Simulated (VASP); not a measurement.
LuC2, 3 atoms in the cell. The structure is orthorhombic, space group Immm (No. 71). The conventional cell has a = 3.486 Å, b = 4.564 Å, c = 4.751 Å, α = 90.00°, β = 90.00°, γ = 90.00°. Lu (site symmetry mmm) has 8 C at 2.39 to 2.46 Å within 3.2 Å. Within 1.7 Å of C (site symmetry m2m) lie 1 C at 1.30 Å. 

- Program: VASP 6.6.1
- Task: single point
- Functional: LDA
- Potentials or basis: VASP PAW PBE potentials, release 64 (Lu, C)
- Cutoff: 600 eV
- k mesh: 8 × 8 × 8
- Occupations: fermi-dirac, width 0.05 eV
- Spin: no spin polarisation
- Dipole correction: no
- Further INCAR settings: ALGO = Normal; EDIFF = 1e-06; NBANDS = 24

Potentials or basis: VASP PAW PBE potentials, release 64 (Lu, C).

Command:

```console
$ cat potpaw_PBE.64/Lu/POTCAR potpaw_PBE.64/C/POTCAR > POTCAR
$ mpirun -np 1 vasp_std > vasp.out
```

Hardware: 1 thread of Intel(R) Xeon(R) 6975P-C (Granite Rapids), on a shared host.

Q: How long does it take, and how much memory?

A: Run time: 45 s on 1 thread of Intel(R) Xeon(R) 6975P-C (Granite Rapids), with other jobs on the host, peak memory 0.24 GiB. Counts: scf iterations 12, k points 95.
